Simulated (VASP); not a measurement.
Set up this calculation in VASP 6.6.1, as the native input.

- Task: single point
- Functional: r2SCAN
- Dispersion: D3(BJ)
- Potentials or basis: VASP PAW PBE potentials, release 64 (B, N)
- Cutoff: 660 eV
- k mesh: 10 × 10 × 4
- Occupations: gaussian, width 0.05 eV
- Spin: no spin polarisation
- Dipole correction: no
- Further INCAR settings: ALGO = Normal; EDIFF = 1e-06; NBANDS = 16

BN:

```
CELL_PARAMETERS angstrom
2.48398 0.00000 0.00000
-1.24199 2.15119 0.00000
0.00000 0.00000 5.85323
ATOMIC_POSITIONS crystal
B 0.33333 0.66667 0.25000
B 0.66667 0.33333 0.75000
N 0.33333 0.66667 0.75000
N 0.66667 0.33333 0.25000
```

The input as run:

POSCAR

```
BN
1.0
    2.4839828561      0.0000000000      0.0000000000
   -1.2419914280      2.1511922560      0.0000000000
    0.0000000000      0.0000000000      5.8532349112
B N
2 2
Direct
    0.3333333333      0.6666666667      0.2500000000
    0.6666666667      0.3333333333      0.7500000000
    0.3333333333      0.6666666667      0.7500000000
    0.6666666667      0.3333333333      0.2500000000
```

INCAR.step1

```
PREC = Accurate ; ENCUT = 660
ISMEAR = 0 ; SIGMA = 0.05
LREAL = False ; LASPH = True
NELM = 120 ; NBANDS = 16
GGA = PE ; ALGO = Normal
EDIFF = 1E-5 ; LWAVE = True
LCHARG = False ; GGA_COMPAT = False
```

INCAR.step2

```
PREC = Accurate ; ENCUT = 660
EDIFF = 1E-6 ; ISMEAR = 0
SIGMA = 0.05 ; LREAL = False
LASPH = True ; NELM = 120
ALGO = Normal ; ISIF = 2
LWAVE = False ; LCHARG = False
METAGGA = R2SCAN ; LMIXTAU = True
IVDW = 12 ; VDW_S6 = 1.0
VDW_S8 = 0.78981345 ; VDW_A1 = 0.49484001
VDW_A2 = 5.73083694 ; NBANDS = 16
ISTART = 1 ; GGA_COMPAT = False
```

KPOINTS

```
Automatic mesh
0
Gamma
  10 10 4
```

Potentials or basis: VASP PAW PBE potentials, release 64 (B, N).

The run is started by

```console
$ cat potpaw_PBE.64/B/POTCAR potpaw_PBE.64/N/POTCAR > POTCAR
$ cp INCAR.step1 INCAR
$ mpirun -np 1 vasp_std > vasp.out
$ cp INCAR.step2 INCAR
$ mpirun -np 1 vasp_std > vasp.out
```

Results of the run:

```
Pressure                   : 8.0 GPa
Band gap on the k mesh     : 4.78 eV (least direct gap 5.01 eV)
Dispersion energy per atom : -0.079 eV
```

Caveat: the cell stands under pressure; the PAW data sets were made with another functional, which shifts forces and pressure a little.

It took 2.8 min on 1 thread of Intel Xeon 8259CL, with other jobs on the host, peak memory 0.19 GiB.
